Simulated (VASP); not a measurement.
A run of VASP 6.6.1 is set up as follows.

INCAR

```
SYSTEM = TaN
PREC = Accurate
ENCUT = 520
EDIFF = 1E-6
ISMEAR = 1
SIGMA = 0.15
LREAL = .False.
LASPH = .True.
NELM = 100
ALGO = Normal
ISIF = 2
LWAVE = .False.
LCHARG = .True.
GGA = PS
LELF = .True.
LVHAR = .True.
NBANDS = 33
```

The input KPOINTS:

```
regular mesh
0
Gamma
  5 5 8
  0 0 0
```

Contents of POSCAR:

```
TaN
1.0
    5.3258910835      0.0000000000      0.0000000000
   -2.6629455418      4.6123571084      0.0000000000
    0.0000000000      0.0000000000      2.9835660318
Ta N
3 3
Direct
    0.0000000000      0.0000000000      0.0000000000
    0.3333333333      0.6666666667      0.5000000000
    0.6666666667      0.3333333333      0.5000000000
    0.5000000000      0.0000000000      0.0000000000
    0.5000000000      0.5000000000      0.0000000000
    0.0000000000      0.5000000000      0.0000000000
```

Potentials or basis: VASP PAW PBE potentials, release 64 (Ta_pv, N).

Run with:

```sh
$ cat potpaw_PBE.64/Ta_pv/POTCAR potpaw_PBE.64/N/POTCAR > POTCAR
$ mpirun -np 1 vasp_std > vasp.out
```

Q: What does it give for the band gap on the k mesh?

A: Zero (band 24 reaches 8.00 eV, above the bottom of band 25 at 6.10 eV).

Q: Predict the pressure.

A: -19.8 GPa.

Stress tensor (GPa, compression positive):
```
-17.13   0.00   0.00
  0.00 -17.13   0.00
  0.00   0.00 -25.09
```

Caveat: the PAW data sets were made with another functional, which shifts forces and pressure a little; spin-orbit coupling is left out, which moves the levels of the heavy elements.
